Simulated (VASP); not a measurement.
The system is Zr.

```
CELL_PARAMETERS angstrom
0.00000 3.15581 3.15581
3.15581 0.00000 3.15581
3.15581 3.15581 0.00000
ATOMIC_POSITIONS crystal
Zr 0.12500 0.12500 0.12500
Zr 0.87500 0.87500 0.87500
```

This isn't the form of Zr at room conditions, which is hcp.

* Program: VASP 6.6.1
* Task: relaxation of cell and atoms
* Functional: LDA
* Potentials or basis: VASP PAW LDA potentials, release 64 (Zr_sv)
* Cutoff: 600 eV
* k mesh: 9 × 9 × 9
* Occupations: fermi-dirac, width 0.1 eV
* Spin: no spin polarisation

At the start: pressure -4.2 GPa; volume 31.43 Å³/atom.

Task: How do energy, volume and symmetry change on relaxing?

Result: Over 3 steps the energy falls by 50.4 meV/atom and the volume is 27.82 Å³/atom (-11.5 %); space group Fd-3m (No. 227, to 0.1 Å) before and after.

The path:
| step | energy change (eV) | largest force (eV/Å) | pressure (GPa) | volume (Å³) |
| --- | --- | --- | --- | --- |
| 1 | 0.0000 | 0.0000 | -4.15 | 62.86 |
| 2 | -0.1008 | 0.0000 | -0.07 | 55.74 |
| 3 | -0.1008 | 0.0000 | 0.00 | 55.65 |

Final structure:
```yaml
crystal:
  lattice:
    - [0.00000, 3.03021, 3.03021]
    - [3.03021, 0.00000, 3.03021]
    - [3.03021, 3.03021, 0.00000]
  atoms:
    - { symbol: Zr, position: [0.12500, 0.12500, 0.12500] }
    - { symbol: Zr, position: [0.87500, 0.87500, 0.87500] }
```
